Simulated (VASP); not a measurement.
# Ag in VASP: further runs

Ag is run at these levels: PBE; tasks: single point.

All numbers are computed with VASP 6.6.1; they aren't measurements. Logs are shortened: lines on timing, memory, paths and dates and some standing lists are left out, and cuts for length are marked.

**1. The cell of the first run**

The cell holds a slab with vacuum, 4 atoms: a = 2.933 Å, b = 4.148 Å, c = 20.400 Å, α = 90.00°, β = 90.00°, γ = 90.00°.

**2. Single point, PBE**

The input, INCAR:

```
  ALGO = Normal
  EDIFF = 1E-6
  ENCUT = 520
  GGA = PE
  ISIF = 2
  ISMEAR = -1
  LASPH = T
  LCHARG = T
  LELF = T
  LREAL = F
  LVHAR = T
  LWAVE = F
  NBANDS = 30
  NELM = 60
  PREC = Accurate
  SIGMA = 0.08
```

The input, KPOINTS:

```
k-points
0
Gamma
  14 10 1
```

The input, POSCAR:

```
Ag
1.0
    2.9333909037      0.0000000000      0.0000000000
    0.0000000000      4.1484411997      0.0000000000
    0.0000000000      0.0000000000     20.4001000000
Ag
4
Direct
    0.2500000000      0.2500000000      0.3975521128
    0.7500000000      0.7500000000      0.4607409066
    0.2500000000      0.2500000000      0.5392590914
    0.7500000000      0.7500000000      0.6024478888
```

Potentials or basis: VASP PAW PBE potentials, release 64 (Ag).

The run is started by

```bash
cat potpaw_PBE.64/Ag/POTCAR > POTCAR
mpirun -np 1 vasp_std > vasp.out
```

OUTCAR:

```text
EDIFF = 1E-6
   ENCUT = 520
   GGA = PE
   ISIF = 2
   ISMEAR = -1
   LASPH = T
   LREAL = F
   NELM = 60
   PREC = Accurate

 ion  position               nearest neighbor table
   1  0.250  0.250  0.398-   2 2.85   2 2.85   2 2.85   2 2.85   3 2.89
   2  0.750  0.750  0.461-   1 2.85   1 2.85   1 2.85   1 2.85   4 2.89   3 3.00   3 3.00   3 3.00
                             3 3.00
   3  0.250  0.250  0.539-   4 2.85   4 2.85   4 2.85   4 2.85   1 2.89   2 3.00   2 3.00   2 3.00
                             2 3.00
   4  0.750  0.750  0.602-   3 2.85   3 2.85   3 2.85   3 2.85   2 2.89

  LATTYP: Found a simple orthorhombic cell.
 ALAT       =     2.9333909037
 B/A-ratio  =     1.4142135624
 C/A-ratio  =     6.9544430557

  Lattice vectors:

 A1 = (   2.9333909037,   0.0000000000,   0.0000000000)
 A2 = (   0.0000000000,   4.1484411997,   0.0000000000)
 A3 = (   0.0000000000,   0.0000000000,  20.4001000000)

Analysis of symmetry for initial positions (statically):
=====================================================================
 Subroutine PRICEL returns:
 Original cell was already a primitive cell.

 Routine SETGRP: Setting up the symmetry group for a
 simple orthorhombic supercell.

 Subroutine GETGRP returns: Found  8 space group operations
 (whereof  2 operations were pure point group operations)
 out of a pool of  8 trial point group operations.

The static configuration has the point symmetry S_2 .
 The point group associated with its full space group is D_2h.

Analysis of symmetry for dynamics (positions and initial velocities):
=====================================================================
 Subroutine PRICEL returns:
 Original cell was already a primitive cell.

 Routine SETGRP: Setting up the symmetry group for a
 simple orthorhombic supercell.

 Subroutine GETGRP returns: Found  8 space group operations
 (whereof  2 operations were pure point group operations)
 out of a pool of  8 trial point group operations.

The dynamic configuration has the point symmetry S_2 .
 The point group associated with its full space group is D_2h.

 Subroutine INISYM returns: Found  8 space group operations
 (whereof  2 operations are pure point group operations),
 and found     1 'primitive' translations

----------------------------------------------------------------------------------------
[... 89 lines left out ...]
   ISTART =      0    job   : 0-new  1-cont  2-samecut
   ICHARG =      2    charge: 1-file 2-atom 10-const
   ISPIN  =      1    spin polarized calculation?
   LNONCOLLINEAR =      F non collinear calculations
   LSORBIT =      F    spin-orbit coupling
   LASPH  =      T    aspherical Exc in radial PAW
   ENCUT  =  520.0 eV  38.22 Ry    6.18 a.u.   5.45  7.71 37.93*2*pi/ulx,y,z
   NELM   =     60;   NELMIN=  2; NELMDL= -5     # of ELM steps
   EDIFF  = 0.1E-05   stopping-criterion for ELM
   LREAL  =      F    real-space projection
   EDIFFG = 0.1E-04   stopping-criterion for IOM
   NSW    =      0    number of steps for IOM
   IBRION =     -1    ionic relax: 0-MD 1-quasi-New 2-CG
   NFREE  =      0    steps in history (QN), initial steepest desc. (CG)
   ISIF   =      2    stress and relaxation
   ISYM   =      2    0-nonsym 1-usesym 2-fastsym
   POTIM  = 0.5000    time-step for ionic-motion
   TEBEG  =    0.0;   TEEND  =   0.0 temperature during run
   PSTRESS=    0.0 pullay stress
   NELECT =      44.0000    total number of electrons
   NUPDOWN=      -1.0000    fix difference up-down
   EMIN   =  10.00;   EMAX   =-10.00  energy-range for DOS
   EFERMI =   0.00;   METHOD = LEGACY
   ISMEAR =    -1;   SIGMA  =   0.08  broadening in eV -4-tet -1-fermi 0-gaus
   EFERMI_NEDOS =   21; number of points for ismear=-14 and -15
   IALGO  =     38    algorithm
   IMIX   =      4    mixing-type and parameters
     AMIX     =   0.40;   BMIX     =  1.00
     AMIX_MAG =   1.60;   BMIX_MAG =  1.00
  volume/ion in A,a.u.               =      62.06       418.82
  Fermi-wavevector in a.u.,A,eV,Ry     =   0.919595  1.737783 11.505838  0.845655
  Thomas-Fermi vector in A             =   2.044807
   LORBIT       =      0    0 simple, 1 ext, 2 COOP (PROOUT), +10 PAW based schemes
   GGA     = PE    functional components
   LHFCALC =     F    Hartree Fock is set to
   AEXX    =    0.0000 exact exchange contribution
   IVDW    =     0    specifies the selected vdW correction
   LEPSILON=     F    determine dielectric tensor
   LRPA    =     F    only Hartree local field effects (RPA)
 non-spin polarized calculation
  energy-cutoff  :      520.00
  volume of cell :      248.25
 maximum number of plane-waves:      6747
 NGX is ok and might be reduce to    24
   NGX = 11   NGY = 15   NGZ = 75

 number of electron      44.0000021 magnetization

 Free energy of the ion-electron system (eV)
  ---------------------------------------------------
  ext. energy  EPLUGINS =         0.00000000
  ---------------------------------------------------
  free energy    TOTEN  =        -9.54195009 eV

  energy without entropy =       -9.51404034  energy(sigma->0) =       -9.52799522

 E-fermi :  -0.6585     XC(G=0):  -4.2942

 val. band max:       -0.6999230211   @ k =   0.0000   0.2000   0.0000
 cond. band min:      -0.6240150567   @ k =   0.1429   0.0000   0.0000
 fundamental gap:      0.0759079644
 Fermi energy:        -0.6585000682

 k-point     1 :       0.0000    0.0000    0.0000
  band No.  band energies     occupation
      1      -7.3306      2.00000
      2      -6.5804      2.00000
      3      -6.2752      2.00000
      4      -6.0610      2.00000
      5      -5.7606      2.00000
      6      -5.4707      2.00000
[... 781 lines left out ...]
     29       7.1151      0.00000
     30       7.1151      0.00000

 [... further k-points ...]
[... 5 lines left out ...]
  --------------------------------------------------------------------------------------
  -------------------------------------------------------------------------------------
  Total       -1.1434259     -0.5740384     -0.0588303      0.0000000      0.0000000      0.0000000
  in kB       -7.3795761     -3.7047966     -0.3796857      0.0000000      0.0000000      0.0000000
  external PRESSURE =      -3.8213528 kB  Pullay stress =       0.0000000 kB

 VOLUME and BASIS-vectors are now :
 -----------------------------------------------------------------------------
  energy-cutoff  :      520.00
  volume of cell :      248.25
      direct lattice vectors                 reciprocal lattice vectors
     2.933390904  0.000000000  0.000000000     0.340902400  0.000000000  0.000000000
     0.000000000  4.148441200  0.000000000     0.000000000  0.241054399  0.000000000
     0.000000000  0.000000000 20.400100000     0.000000000  0.000000000  0.049019368

 POSITION                                       TOTAL-FORCE (eV/Angst)
 -----------------------------------------------------------------------------------
      0.73335      1.03711      8.11010        -0.000000      0.000000      0.005904
      2.20004      3.11133      9.39916        -0.000000      0.000000      0.001118
      0.73335      1.03711     11.00094         0.000000     -0.000000     -0.001118
      2.20004      3.11133     12.29000        -0.000000      0.000000     -0.005904
 -----------------------------------------------------------------------------------
    total drift:                                0.000000     -0.000000      0.000044

  FREE ENERGIE OF THE ION-ELECTRON SYSTEM (eV)
  ---------------------------------------------------
  free  energy   TOTEN  =        -9.5419500920 eV

  energy  without entropy=       -9.5140403382  energy(sigma->0) =       -9.52799522
```

stdout:

```text
POSCAR found type information on POSCAR Ag
 POSCAR found :  1 types and       4 ions
 scaLAPACK will be used
 LDA part: xc-table for (Slater+PW92), standard interpolation
 POSCAR, INCAR and KPOINTS ok, starting setup
 FFT: planning ... GRIDC
 FFT: planning ... GRID_SOFT
 FFT: planning ... GRID
 WAVECAR not read
 entering main loop
```

Wall time 9.3 min (1 thread of Intel Xeon Platinum 8259CL at 2.50GHz (Skylake/Cascade Lake), shared host); peak memory 0.49 GiB.

Results:

| Property | Result |
| --- | --- |
| Free energy | -9.5420 eV |
| Largest force | 0.006 eV/Å |
| Band gap on the k mesh | zero (band 22 reaches 0.56 eV, above the bottom of band 23 at -2.16 eV) |

Forces in eV/Å, atoms in the order of the input:
```
Ag   0.000  0.000  0.006
Ag   0.000  0.000  0.001
Ag   0.000  0.000 -0.001
Ag   0.000  0.000 -0.006
```

**3. Single point, PBE**

The input, INCAR:

```
PREC = Accurate
ENCUT = 520
EDIFF = 1E-6
ISMEAR = -1
SIGMA = 0.08
LREAL = False
LASPH = True
NELM = 60
ALGO = Normal
ISIF = 2
LWAVE = False
LCHARG = False
LDIPOL = True
IDIPOL = 3
DIPOL = 0.5 0.5 0.500
GGA = PE
NBANDS = 30
```

The input, KPOINTS:

```
regular mesh
0
Gamma
  14 10 1
```

The input, POSCAR:

```
Ag
1.0
    2.9333909037      0.0000000000      0.0000000000
    0.0000000000      4.1484411997      0.0000000000
    0.0000000000      0.0000000000     20.4001000000
Ag
4
Direct
    0.2500000000      0.2500000000      0.3921552748
    0.7500000000      0.7500000000      0.4640517580
    0.2500000000      0.2500000000      0.5359482416
    0.7500000000      0.7500000000      0.6078447252
```

Potentials or basis: VASP PAW PBE potentials, release 64 (Ag).

The run is started by

```bash
cat potpaw_PBE.64/Ag/POTCAR > POTCAR
mpirun -np 1 vasp_std > vasp.out
```

OUTCAR:

```text
PREC = Accurate
   ENCUT = 520
   EDIFF = 1E-6
   ISMEAR = -1
   LREAL = False
   LASPH = True
   NELM = 60
   ISIF = 2
   GGA = PE

 ion  position               nearest neighbor table
   1  0.250  0.250  0.392-   2 2.93   2 2.93   2 2.93   2 2.93   3 2.93
   2  0.750  0.750  0.464-   1 2.93   1 2.93   1 2.93   1 2.93   3 2.93   3 2.93   3 2.93   3 2.93
                             4 2.93
   3  0.250  0.250  0.536-   1 2.93   4 2.93   4 2.93   4 2.93   4 2.93   2 2.93   2 2.93   2 2.93
                             2 2.93
   4  0.750  0.750  0.608-   3 2.93   3 2.93   3 2.93   3 2.93   2 2.93

  LATTYP: Found a simple orthorhombic cell.
 ALAT       =     2.9333909037
 B/A-ratio  =     1.4142135624
 C/A-ratio  =     6.9544430557

  Lattice vectors:

 A1 = (   2.9333909037,   0.0000000000,   0.0000000000)
 A2 = (   0.0000000000,   4.1484411997,   0.0000000000)
 A3 = (   0.0000000000,   0.0000000000,  20.4001000000)

Analysis of symmetry for initial positions (statically):
=====================================================================
 Subroutine PRICEL returns:
 Original cell was already a primitive cell.

 Routine SETGRP: Setting up the symmetry group for a
 simple orthorhombic supercell.
[... 183 lines left out ...]

 k-point     1 :       0.0000    0.0000    0.0000
  band No.  band energies     occupation
      1      -7.2448      2.00000
      2      -6.4944      2.00000
      3      -6.2044      2.00000
      4      -5.8812      2.00000
      5      -5.6642      2.00000
      6      -5.4415      2.00000
[... 781 lines left out ...]
     29       6.9219      0.00000
     30       6.9219      0.00000

 [... further k-points ...]

------------------------ aborting loop because EDIFF is reached ----------------------------------------

 vacuum level on the upper side and lower side of the slab       (xc-potential included)        -0.105        -0.105

  FORCE on cell =-STRESS in cart. coord.  units (eV):
  Direction    XX          YY          ZZ          XY          YZ          ZX
  --------------------------------------------------------------------------------------
  -------------------------------------------------------------------------------------
  Total       -2.0213191     -1.7824211     -0.9866501     -0.0000000      0.0000000      0.0000000
  in kB      -13.0454269    -11.5035988     -6.3677586     -0.0000000      0.0000000      0.0000000
  external PRESSURE =     -10.3055948 kB  Pullay stress =       0.0000000 kB

 VOLUME and BASIS-vectors are now :
 -----------------------------------------------------------------------------
  energy-cutoff  :      520.00
  volume of cell :      248.25
      direct lattice vectors                 reciprocal lattice vectors
     2.933390904  0.000000000  0.000000000     0.340902400  0.000000000  0.000000000
     0.000000000  4.148441200  0.000000000     0.000000000  0.241054399  0.000000000
     0.000000000  0.000000000 20.400100000     0.000000000  0.000000000  0.049019368

 POSITION                                       TOTAL-FORCE (eV/Angst)
 -----------------------------------------------------------------------------------
      0.73335      1.03711      8.00001        -0.000000     -0.000000      0.307006
      2.20004      3.11133      9.46670         0.000000     -0.000000     -0.272112
      0.73335      1.03711     10.93340         0.000000     -0.000000      0.272112
      2.20004      3.11133     12.40009         0.000000      0.000000     -0.307006
 -----------------------------------------------------------------------------------
    total drift:                                0.000000      0.000000      0.000008

  FREE ENERGIE OF THE ION-ELECTRON SYSTEM (eV)
  ---------------------------------------------------
  free  energy   TOTEN  =        -9.4879001954 eV

  energy  without entropy=       -9.4596947172  energy(sigma->0) =       -9.47379746

 vacuum level on the upper side and lower side of the slab         3.391         3.391
```

OSZICAR:

```text
N       E                     dE             d eps       ncg     rms          rms(c)
DAV:   1     0.258542328218E+03    0.25854E+03   -0.18725E+04  2880   0.120E+03
DAV:   2    -0.138776951341E+01   -0.25993E+03   -0.24395E+03  3284   0.252E+02
DAV:   3    -0.101383615305E+02   -0.87506E+01   -0.86275E+01  3292   0.479E+01
[... 13 lines left out ...]
DAV:  17    -0.948788632449E+01   -0.30171E-05   -0.33871E-07  2232   0.409E-03    0.414E-04
DAV:  18    -0.948789487594E+01   -0.85514E-05   -0.25131E-07  2070   0.974E-04    0.246E-04
DAV:  19    -0.948789862722E+01   -0.37513E-05   -0.83638E-08  2036   0.710E-04    0.163E-04
DAV:  20    -0.948790009133E+01   -0.14641E-05   -0.56696E-08  1976   0.364E-04    0.713E-05
DAV:  21    -0.948790019537E+01   -0.10404E-06   -0.30825E-09  1886   0.259E-04
   1 F= -.94879002E+01 E0= -.94737975E+01  d E =-.282055E-01
```

Wall time 4 min (1 thread of Intel Xeon 6975P-C (Granite Rapids), shared host); peak memory 0.48 GiB.

Results:

- Free energy: -9.4879 eV
- Largest force: 0.307 eV/Å
- Band gap on the k mesh: zero (band 22 reaches 0.59 eV, above the bottom of band 23 at -2.02 eV)

Forces in eV/Å, atoms in the order of the input:
```
Ag   0.000  0.000  0.307
Ag   0.000  0.000 -0.272
Ag   0.000  0.000  0.272
Ag   0.000  0.000 -0.307
```
